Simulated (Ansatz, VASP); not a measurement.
**Cu in VASP and in Ansatz**

File INCAR:

```
SYSTEM = Cu
PREC     = Accurate       ! precision mode
ENCUT    = 600            ! plane-wave cutoff, eV
EDIFF    = 1E-6           ! SCF threshold, eV
ISMEAR   = 0              ! smearing method
SIGMA    = 0.1            ! smearing width, eV
LREAL    = .False.        ! projectors in reciprocal space
LASPH    = .True.         ! aspherical terms in the spheres
NELM     = 60             ! most SCF steps
ALGO     = Fast           ! electronic algorithm
ISIF     = 3              ! what is computed and relaxed
LWAVE    = .False.        ! write WAVECAR
LCHARG   = .False.        ! write CHGCAR
GGA      = PE             ! functional
IBRION   = 2              ! ionic algorithm
NSW      = 65             ! ionic steps
EDIFFG   = -0.01          ! ionic threshold
```

KPOINTS

```
regular mesh
0
Gamma
  18 18 3
  0 0 0
```

Contents of POSCAR:

```
Cu
1.0
    2.5679503869      0.0000000000      0.0000000000
   -1.2839751935      2.2239102707      0.0000000000
    0.0000000000      0.0000000000     16.7735749942
Cu
8
Direct
    0.0000000000      0.0000000000      0.0000000000
    0.3333333333      0.6666666667      0.1250000000
    0.0000000000      0.0000000000      0.2500000000
    0.6666666667      0.3333333333      0.3750000000
    0.0000000000      0.0000000000      0.5000000000
    0.6666666667      0.3333333333      0.6250000000
    0.3333333333      0.6666666667      0.7500000000
    0.6666666667      0.3333333333      0.8750000000
```

Input for Ansatz:

```yaml
crystal:
  lattice:
    - [2.5679503869, 0.0, 0.0]
    - [-1.2839751935, 2.2239102707, 0.0]
    - [0.0, 0.0, 16.7735749942]
  atoms:
    - { symbol: Cu, position: [0.0, 0.0, 0.0] }
    - { symbol: Cu, position: [0.3333333333, 0.6666666667, 0.125] }
    - { symbol: Cu, position: [0.0, 0.0, 0.25] }
    - { symbol: Cu, position: [0.6666666667, 0.3333333333, 0.375] }
    - { symbol: Cu, position: [0.0, 0.0, 0.5] }
    - { symbol: Cu, position: [0.6666666667, 0.3333333333, 0.625] }
    - { symbol: Cu, position: [0.3333333333, 0.6666666667, 0.75] }
    - { symbol: Cu, position: [0.6666666667, 0.3333333333, 0.875] }
basis:
  ecutwfc: 420
kpoints:
  mp_grid: { grid: [18, 18, 3] }
hamiltonian:
  xc: pbe
scf:
  occupations: { method: gaussian, width: 0.1 }
output:
  forces: true
  stress: true
  eigenvalues: true
  populations: true
  write_density: true
  write_potential: true
  elf: true
  volumetric_format: npy
relax:
  adjacent_minimum: "off"
  f_tol: 0.01
  max_steps: 45
  cell: { stress_tol: 0.05 }
```

Alike in both runs: task relaxation of cell and atoms; functional PBE; k mesh 18 × 18 × 3; occupations gaussian, width 0.1 eV; no spin polarisation.

```csv
,VASP,Ansatz
version,VASP 6.6.1,Ansatz 0.2.0
potentials or method,"VASP PAW PBE potentials, release 64 (Cu), cutoff 600 eV","scalar-relativistic, plane waves, PAW"
valence electrons in the cell,88,152
```

VASP gave:

* gap on the k mesh at the Fermi level, each at its own relaxed structure (eV): none
* relaxed volume (Å³/atom): 12.01
* relaxed cell length with the largest relative difference (Å): 2.571

**Question.** Estimate Ansatz's values.

**Answer.** gap on the k mesh at the Fermi level, each at its own relaxed structure (eV): none; relaxed volume (Å³/atom): 11.96; relaxed cell length with the largest relative difference (Å): 2.567.

A gap of «none» marks a metal or a gap that the smearing closes. VASP's potentials hold 88 valence electrons a cell and Ansatz's 152, so a difference there can come from the potentials and not from the codes.
